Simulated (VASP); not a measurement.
# Mo (Pm-3m) in VASP: notebook, part 2 of 2

VASP 6.6.1.

## 4. Relaxation of cell and atoms, PBE, target pressure 10 GPa, at which the enthalpy is minimised

Contents of INCAR:

```
SYSTEM = Mo
PREC     = Accurate       ! precision mode
ENCUT    = 600            ! plane-wave cutoff, eV
EDIFF    = 1E-6           ! SCF threshold, eV
ISMEAR   = -1             ! smearing method
SIGMA    = 0.1            ! smearing width, eV
LREAL    = .FALSE.        ! projectors in reciprocal space
LASPH    = .TRUE.         ! aspherical terms in the spheres
NELM     = 60             ! most SCF steps
ALGO     = Normal         ! electronic algorithm
ISIF     = 3              ! what is computed and relaxed
LWAVE    = .FALSE.        ! write WAVECAR
LCHARG   = .FALSE.        ! write CHGCAR
GGA      = PE             ! functional
IBRION   = 2              ! ionic algorithm
NSW      = 80             ! ionic steps
EDIFFG   = -0.01          ! ionic threshold
PSTRESS  = 100.0
```

Contents of KPOINTS:

```
Automatic mesh
0
G
  17 17 17
  0 0 0
```

Contents of POSCAR:

```
Mo
1.0
    2.5800000000      0.0000000000      0.0000000000
    0.0000000000      2.5800000000      0.0000000000
    0.0000000000      0.0000000000      2.5800000000
Mo
1
Direct
    0.0000000000      0.0000000000      0.0000000000
```

Potentials or basis: VASP PAW PBE potentials, release 64 (Mo_sv).

Command:

```console
> cat potpaw_PBE.64/Mo_sv/POTCAR > POTCAR
> mpirun -np 1 vasp_std > vasp.out
```

OUTCAR:

```text
SYSTEM = Mo
   PREC = Accurate
   ENCUT = 600
   EDIFF = 1E-6
   ISMEAR = -1
   LREAL = .FALSE.
   LASPH = .TRUE.
   NELM = 60
   ISIF = 3
   GGA = PE
   IBRION = 2
   NSW = 80
   EDIFFG = -0.01
   PSTRESS = 100.0

 ion  position               nearest neighbor table
   1  0.000  0.000  0.000-

  LATTYP: Found a simple cubic cell.
 ALAT       =     2.5800000000

  Lattice vectors:

 A1 = (   2.5800000000,   0.0000000000,   0.0000000000)
 A2 = (   0.0000000000,   2.5800000000,   0.0000000000)
 A3 = (   0.0000000000,   0.0000000000,   2.5800000000)

Analysis of symmetry for initial positions (statically):
=====================================================================
 Subroutine PRICEL returns:
 Original cell was already a primitive cell.

 Routine SETGRP: Setting up the symmetry group for a
 simple cubic supercell.

 Subroutine GETGRP returns: Found 48 space group operations
 (whereof 48 operations were pure point group operations)
 out of a pool of 48 trial point group operations.

The static configuration has the point symmetry O_h .

Analysis of symmetry for dynamics (positions and initial velocities):
=====================================================================
 Subroutine PRICEL returns:
 Original cell was already a primitive cell.

 Routine SETGRP: Setting up the symmetry group for a
 simple cubic supercell.

 Subroutine GETGRP returns: Found 48 space group operations
 (whereof 48 operations were pure point group operations)
 out of a pool of 48 trial point group operations.

The dynamic configuration has the point symmetry O_h .

 Subroutine INISYM returns: Found 48 space group operations
 (whereof 48 operations are pure point group operations),
 and found     1 'primitive' translations

----------------------------------------------------------------------------------------

                                     Primitive cell

  volume of cell :      17.1735

  direct lattice vectors                    reciprocal lattice vectors
     2.580000000  0.000000000  0.000000000     0.387596899  0.000000000  0.000000000
     0.000000000  2.580000000  0.000000000     0.000000000  0.387596899  0.000000000
     0.000000000  0.000000000  2.580000000     0.000000000  0.000000000  0.387596899

  length of vectors
     2.580000000  2.580000000  2.580000000     0.387596899  0.387596899  0.387596899

  position of ions in fractional coordinates (direct lattice)
     0.000000000  0.000000000  0.000000000

  ion indices of the primitive-cell ions
   primitive index   ion index
                 1           1

----------------------------------------------------------------------------------------

 KPOINTS: Automatic mesh

Automatic generation of k-mesh.
 Grid dimensions read from file:
 generate k-points for:   17   17   17

 Generating k-lattice:

  Cartesian coordinates                     Fractional coordinates (reciprocal lattice)
     0.022799818  0.000000000  0.000000000     0.058823529  0.000000000  0.000000000
     0.000000000  0.022799818  0.000000000     0.000000000  0.058823529  0.000000000
[... 45 lines left out ...]
   ions per type =               1
   NGX,Y,Z   is equivalent  to a cutoff of  15.46, 15.46, 15.46 a.u.
   NGXF,Y,Z  is equivalent  to a cutoff of  30.93, 30.93, 30.93 a.u.
 SYSTEM =  Mo
   PREC   = accura    normal or accurate (medium, high low for compatibility)
   ISTART =      0    job   : 0-new  1-cont  2-samecut
   ICHARG =      2    charge: 1-file 2-atom 10-const
   ISPIN  =      1    spin polarized calculation?
   LNONCOLLINEAR =      F non collinear calculations
   LSORBIT =      F    spin-orbit coupling
   LASPH  =      T    aspherical Exc in radial PAW
   ENCUT  =  600.0 eV  44.10 Ry    6.64 a.u.   5.15  5.15  5.15*2*pi/ulx,y,z
   NELM   =     60;   NELMIN=  2; NELMDL= -5     # of ELM steps
   EDIFF  = 0.1E-05   stopping-criterion for ELM
   LREAL  =      F    real-space projection
   EDIFFG = -.1E-01   stopping-criterion for IOM
   NSW    =     80    number of steps for IOM
   IBRION =      2    ionic relax: 0-MD 1-quasi-New 2-CG
   NFREE  =      1    steps in history (QN), initial steepest desc. (CG)
   ISIF   =      3    stress and relaxation
   ISYM   =      2    0-nonsym 1-usesym 2-fastsym
   POTIM  = 0.5000    time-step for ionic-motion
   TEBEG  =    0.0;   TEEND  =   0.0 temperature during run
   PSTRESS=  100.0 pullay stress
   NELECT =      14.0000    total number of electrons
   NUPDOWN=      -1.0000    fix difference up-down
   EMIN   =  10.00;   EMAX   =-10.00  energy-range for DOS
   EFERMI =   0.00;   METHOD = LEGACY
   ISMEAR =    -1;   SIGMA  =   0.10  broadening in eV -4-tet -1-fermi 0-gaus
   EFERMI_NEDOS =   21; number of points for ismear=-14 and -15
   IALGO  =     38    algorithm
   IMIX   =      4    mixing-type and parameters
     AMIX     =   0.40;   BMIX     =  1.00
     AMIX_MAG =   1.60;   BMIX_MAG =  1.00
  volume/ion in A,a.u.               =      17.17       115.89
  Fermi-wavevector in a.u.,A,eV,Ry     =   1.529318  2.889992 31.821491  2.338814
  Thomas-Fermi vector in A             =   2.636955
   LORBIT       =      0    0 simple, 1 ext, 2 COOP (PROOUT), +10 PAW based schemes
   GGA     = PE    functional components
   LHFCALC =     F    Hartree Fock is set to
   AEXX    =    0.0000 exact exchange contribution
   IVDW    =     0    specifies the selected vdW correction
   LEPSILON=     F    determine dielectric tensor
   LRPA    =     F    only Hartree local field effects (RPA)
 conjugate gradient relaxation of ions
 non-spin polarized calculation
  energy-cutoff  :      600.00
  volume of cell :       17.17
 maximum number of plane-waves:       588
 NGX is ok and might be reduce to    24
   NGX = 11   NGY = 11   NGZ = 11

--------------------------------------- Ionic step        1  -------------------------------------------

 number of electron      14.0000002 magnetization

 Free energy of the ion-electron system (eV)
  ---------------------------------------------------
  ext. energy  EPLUGINS =         0.00000000
  ---------------------------------------------------
  free energy    TOTEN  =        -9.80136635 eV

  energy without entropy =       -9.77133861  energy(sigma->0) =       -9.78635248

------------------------ aborting loop because EDIFF is reached ----------------------------------------

  FORCE on cell =-STRESS in cart. coord.  units (eV):
  Direction    XX          YY          ZZ          XY          YZ          ZX
  --------------------------------------------------------------------------------------
  -------------------------------------------------------------------------------------
  Total        0.5688147      0.5688147      0.5688147      0.0000000      0.0000000      0.0000000
  in kB       53.0667244     53.0667244     53.0667244      0.0000000      0.0000000      0.0000000
  external PRESSURE =     -46.9332756 kB  Pullay stress =     100.0000000 kB
[... 98 lines left out ...]
--------------------------------------- Ionic step        4  -------------------------------------------

 number of electron      14.0000002 magnetization

 Free energy of the ion-electron system (eV)
  ---------------------------------------------------
  ext. energy  EPLUGINS =         0.00000000
  ---------------------------------------------------
  free energy    TOTEN  =        -9.78446658 eV

  energy without entropy =       -9.75517224  energy(sigma->0) =       -9.76981941

 E-fermi :  11.3123     XC(G=0): -12.8349

 val. band max:       11.2920208131   @ k =   0.4118   0.2941   0.1765
 cond. band min:      11.3310139462   @ k =   0.4706   0.2941   0.1765
 fundamental gap:      0.0389931331
 Fermi energy:        11.3123163610

 k-point     1 :       0.0000    0.0000    0.0000
  band No.  band energies     occupation
      1     -49.7883      2.00000
      2     -22.9583      2.00000
      3     -22.9583      2.00000
      4     -22.9583      2.00000
      5       4.7188      2.00000
      6       6.9391      2.00000
      7       6.9391      2.00000
      8      15.4095      0.00000
      9      15.4095      0.00000
     10      15.4095      0.00000
     11      27.2019      0.00000
[... 309 lines left out ...]
 k-point    24 :       0.4706    0.1176    0.0000
  band No.  band energies     occupation
      1     -49.5288      2.00000
      2     -24.5890      2.00000
      3     -23.0246      2.00000
      4     -22.7838      2.00000
      5       7.9461      2.00000
      6       8.5971      2.00000
      7       9.6564      2.00000
      8      12.0905      0.00083
      9      13.6410      0.00000
     10      15.2538      0.00000
     11      20.9160      0.00000

 [... further k-points ...]

------------------------ aborting loop because EDIFF is reached ----------------------------------------

  FORCE on cell =-STRESS in cart. coord.  units (eV):
  Direction    XX          YY          ZZ          XY          YZ          ZX
  --------------------------------------------------------------------------------------
  -------------------------------------------------------------------------------------
  Total        1.0510126      1.0510126      1.0510126     -0.0000000      0.0000000     -0.0000000
  in kB      100.1251998    100.1251998    100.1251998     -0.0000000      0.0000000     -0.0000000
  external PRESSURE =       0.1251998 kB  Pullay stress =     100.0000000 kB
[... 20 lines left out ...]
  energy  without entropy=       -9.7551722398  energy(sigma->0) =       -9.76981941

  enthalpy is  TOTEN    =        -8.7347682295 eV   P V=        1.0496983504

 reached required accuracy - stopping structural energy minimisation
```

Wall time 1.8 min (1 thread of AMD EPYC 7R43 (Zen 3), shared host); peak memory 0.14 GiB.

What came out:

| Quantity | Value |
| --- | --- |
| Free energy | -9.7845 eV |
| Relaxed volume | 16.82 Å³/atom |
| Relaxed cell | a = 2.562 Å, b = 2.562 Å, c = 2.562 Å, α = 90.00°, β = 90.00°, γ = 90.00° |
| Space group after relaxing (to 0.05 Å) | Pm-3m (No. 221) |
| Energy change on relaxing (the enthalpy is what falls) | +16.9 meV/atom |
| Ionic steps | 4 |
| Pressure after relaxing | 10.0 GPa |
| Band gap on the k mesh | zero (band 7 reaches 12.95 eV, above the bottom of band 8 at 10.34 eV) |

The path:
| step | energy change (eV) | largest force (eV/Å) | pressure (GPa) | volume (Å³) |
| --- | --- | --- | --- | --- |
| 1 | 0.0000 | 0.0000 | 5.31 | 17.17 |
| 2 | 0.1065 | 0.0000 | 23.82 | 15.95 |
| 3 | 0.0165 | 0.0000 | 9.90 | 16.82 |
| 4 | 0.0169 | 0.0000 | 10.01 | 16.82 |

Final structure:
```
CELL_PARAMETERS angstrom
2.56207 0.00000 0.00000
0.00000 2.56207 0.00000
0.00000 0.00000 2.56207
ATOMIC_POSITIONS crystal
Mo 0.00000 0.00000 0.00000
```

Levels at points of the mesh, in eV from the Fermi level:
```csv
k point,band 5,band 6,band 7,band 8,band 9,band 10
"(0.00, 0.00, 0.00)",-6.59,-4.37,-4.37,4.10,4.10,4.10
```

Caveat: the cell is relaxed towards a set pressure, so the enthalpy falls and the energy may rise.

## 5. Relaxation of cell and atoms, PBE, target pressure 20 GPa, at which the enthalpy is minimised

Contents of INCAR:

```
SYSTEM = Mo
PREC = Accurate
ENCUT = 600
EDIFF = 1E-6
ISMEAR = -1
SIGMA = 0.1
LREAL = .False.
LASPH = .True.
NELM = 100
ALGO = Normal
ISIF = 3
LWAVE = .False.
LCHARG = .False.
GGA = PE
IBRION = 2
NSW = 80
EDIFFG = -0.01
PSTRESS = 200.0
```

Contents of KPOINTS:

```
regular mesh
0
Gamma
  17 17 17
  0 0 0
```

POSCAR is that of step 4.

Command:

```console
> cat potpaw_PBE.64/Mo_sv/POTCAR > POTCAR
> mpirun -np 1 vasp_std > vasp.out
```

Wall time 3.2 min (1 thread of AMD EPYC 7R43 (Zen 3), shared host); peak memory 0.14 GiB.

Results (log left out):

| Property | Result |
| --- | --- |
| Free energy | -9.7242 eV |
| Relaxed volume | 16.17 Å³/atom |
| Relaxed cell | a = 2.529 Å, b = 2.529 Å, c = 2.529 Å, α = 90.00°, β = 90.00°, γ = 90.00° |
| Space group after relaxing (to 0.05 Å) | Pm-3m (No. 221) |
| Energy change on relaxing (the enthalpy is what falls) | +77.1 meV/atom |
| Ionic steps | 7 |
| Pressure after relaxing | 20.0 GPa |
| Band gap on the k mesh | zero (band 7 reaches 13.62 eV, above the bottom of band 8 at 10.85 eV) |

The path:
```csv
step,energy change (eV),largest force (eV/Å),pressure (GPa),volume (Å³)
1,0.0000,0.0000,5.31,17.17
2,0.8875,0.0000,87.98,13.55
3,0.0679,0.0000,18.74,16.24
4,0.0754,0.0000,19.78,16.18
5,0.0778,0.0000,20.11,16.16
6,0.0750,0.0000,19.78,16.19
7,0.0771,0.0000,20.02,16.17
```

Final structure:
```yaml
crystal:
  lattice:
    - [2.52864, 0.00000, 0.00000]
    - [0.00000, 2.52864, 0.00000]
    - [0.00000, 0.00000, 2.52864]
  atoms:
    - { symbol: Mo, position: [0.00000, 0.00000, 0.00000] }
```

Levels at points of the mesh, in eV from the Fermi level:
```tsv
k point	band 3	band 4	band 5	band 6	band 7	band 8	band 9	band 10	band 11
(0.00, 0.00, 0.00)	-34.18	-34.18	-6.70	-4.59	-4.59	4.33	4.33	4.33	16.25
```

Caveat: the cell is relaxed towards a set pressure, so the enthalpy falls and the energy may rise.

## 6. The runs side by side

| cell | gap on the mesh (eV) | pressure (GPa) |
| --- | --- | --- |
| relaxed | none | 0.0 |
| relaxed to 5 GPa | none | 5.0 |
| relaxed to 10 GPa | none | 10.0 |
| relaxed to 20 GPa | none | 20.0 |

Alike in all rows: task relaxation of cell and atoms; level PBE; potentials or basis VASP PAW PBE potentials, release 64 (Mo_sv); no spin polarisation; k mesh 17 × 17 × 17; cutoff (eV) 600; smearing fermi-dirac 0.1 eV.

Caveats: the cell is relaxed towards a set pressure, so the enthalpy falls and the energy may rise (some runs).

Total energies depend on the potentials used, so only differences within one code and one set of settings carry meaning.
